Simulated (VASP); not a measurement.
Write the native input for VASP 6.6.1 that does the following.

```
Task                   : single point
Functional             : PBEsol
Potentials or basis    : VASP PAW PBE potentials, release 64 (Ca_sv, Se)
Cutoff                 : 520 eV
k mesh                 : 8 × 8 × 8
Occupations            : gaussian, width 0.05 eV
Spin                   : no spin polarisation
Dipole correction      : no
Further INCAR settings : ALGO = Normal; EDIFF = 1e-06; NBANDS = 15
```

The structure of CaSe lies in POSCAR:

```
CaSe
1.0
    0.1108500000      2.9560000000      2.9560000000
    2.9560000000      0.1108500000      2.9560000000
    3.0668500000      3.0668500000      0.0000000000
Ca Se
1 1
Direct
    0.0000000000      0.0000000000      0.0000000000
    0.5000000000      0.5000000000      0.5000000000
```

This cell differs from its parent crystal: strain +0.0750 x Voigt [0, 0, 0, 0, 0, 1].

One way to write it, as run:

INCAR

```
PREC = Accurate
ENCUT = 520
EDIFF = 1E-6
ISMEAR = 0
SIGMA = 0.05
LREAL = False
LASPH = True
NELM = 80
ALGO = Normal
ISIF = 2
LWAVE = False
LCHARG = False
GGA = PS
NBANDS = 15
```

KPOINTS

```
Automatic mesh
0
Gamma
  8 8 8
```

Potentials or basis: VASP PAW PBE potentials, release 64 (Ca_sv, Se).

Launch:

```bash
$ cat potpaw_PBE.64/Ca_sv/POTCAR potpaw_PBE.64/Se/POTCAR > POTCAR
$ mpirun -np 1 vasp_std > vasp.out
```

Results of the run:

The pressure is -0.9 GPa. The band gap on the k mesh is 1.66 eV (least direct gap 2.52 eV).

Caveat: the cell differs from its parent crystal (strain +0.0750 x Voigt [0, 0, 0, 0, 0, 1]); the PAW data sets were made with another functional, which shifts forces and pressure a little.

It took 24 s on 1 thread of Intel(R) Xeon(R) 6975P-C (Granite Rapids), with other jobs on the host, peak memory 0.22 GiB.
